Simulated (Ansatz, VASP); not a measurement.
Two plane-wave programs on SiO2

```
Si O
1.0
    -4.47204    4.47204    2.61177
     4.47204   -4.47204    2.61177
     4.47204    4.47204   -2.61177
Si O
4 8
Direct
  0.82311 0.82311 0.64622
  0.17689 0.82311 0.00000
  0.82311 0.17689 0.00000
  0.17689 0.17689 0.35378
  0.00000 0.79145 0.79145
  0.20855 0.00000 0.20855
  0.79145 0.00000 0.79145
  0.00000 0.20855 0.20855
  0.00000 0.00000 0.50000
  0.50000 0.00000 0.00000
  0.00000 0.50000 0.00000
  0.50000 0.50000 0.50000
```

Alike in both runs: task relaxation of cell and atoms; functional RPBE; dispersion D3(BJ); k mesh 6 × 6 × 6; occupations fermi-dirac, width 0.05 eV; no spin polarisation.

```csv
,VASP,Ansatz
version,VASP 6.6.1,Ansatz 0.2.0
potentials or method,"VASP PAW PBE potentials, release 64 (Si, O)",Ansatz PAW
plane-wave cutoff (eV),600,420
valence electrons in the cell,64,64
```

|  | VASP | Ansatz | Ansatz less VASP |
| --- | --- | --- | --- |
| gap on the k mesh at the Fermi level, each at its own relaxed structure (eV) | 5.42 | 5.40 | -0.017 |
| relaxed volume (Å³/atom) | 17.62 | 17.68 | +0.058 |
| relaxed length of the cell vector where the two differ most in proportion (Å) | 6.864 | 6.871 | +0.0072 |

VASP's potentials were made for PBE, not for RPBE.

Noted on Ansatz's run: the plane-wave basis is chosen anew once the cell has moved, so the energies of steps on either side of that aren't comparable.
